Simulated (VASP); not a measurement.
# Ti: single point with r2SCAN

The system is Ti.

```xyz
1
Lattice="0.0000 2.1924 1.9488 2.1924 0.0000 1.9488 2.1924 2.1924 0.0000" Properties=species:S:1:pos:R:3 pbc="T T T"
Ti    0.0000    0.0000    0.0000
```

This cell differs from its parent crystal: strain +0.080 along x and y, -0.040 along z.

```json
{
 "Program": "VASP 6.6.1",
 "Task": "single point",
 "Functional": "r2SCAN",
 "Potentials or basis": "VASP PAW PBE potentials, release 64 (Ti_sv)",
 "Cutoff": "520 eV",
 "k mesh": "20 × 20 × 20",
 "Occupations": "gaussian, width 0.15 eV",
 "Spin": "no spin polarisation",
 "Dipole correction": "no",
 "Further INCAR settings": "ALGO = Normal; EDIFF = 1e-07; NBANDS = 12"
}
```

```yaml
Pressure: -7.3 GPa
Band_gap_on_the_k_mesh: zero (bands 6 and 7 overlap by 1.42 eV)
```

Stress tensor (GPa, compression positive):
```
-8.35  0.00  0.00
 0.00 -8.35  0.00
 0.00  0.00 -5.07
```

Levels at points of the mesh, in eV from the Fermi level:
```tsv
k point	band 3	band 4	band 5	band 6	band 7	band 8	band 9	band 10
(0.00, 0.00, 0.00)	-34.06	-34.06	-6.26	0.77	0.77	1.52	2.09	2.92
(0.50, 0.00, 0.00)	-34.18	-34.09	-2.51	0.35	0.44	1.44	3.27	3.72
(0.50, 0.50, 0.00)	-34.32	-34.32	-2.30	-1.76	3.57	3.72	3.72	4.13
(0.50, 0.00, 0.50)	-34.27	-34.17	-2.39	-1.34	1.81	3.40	3.46	3.94
```

It took 7.5 min on 1 thread of Intel Xeon 8259CL, with other jobs on the host, peak memory 0.26 GiB.

Caveat: the cell differs from its parent crystal (strain +0.080 along x and y, -0.040 along z); the cell stands under tension; the PAW data sets were made with another functional, which shifts forces and pressure a little.
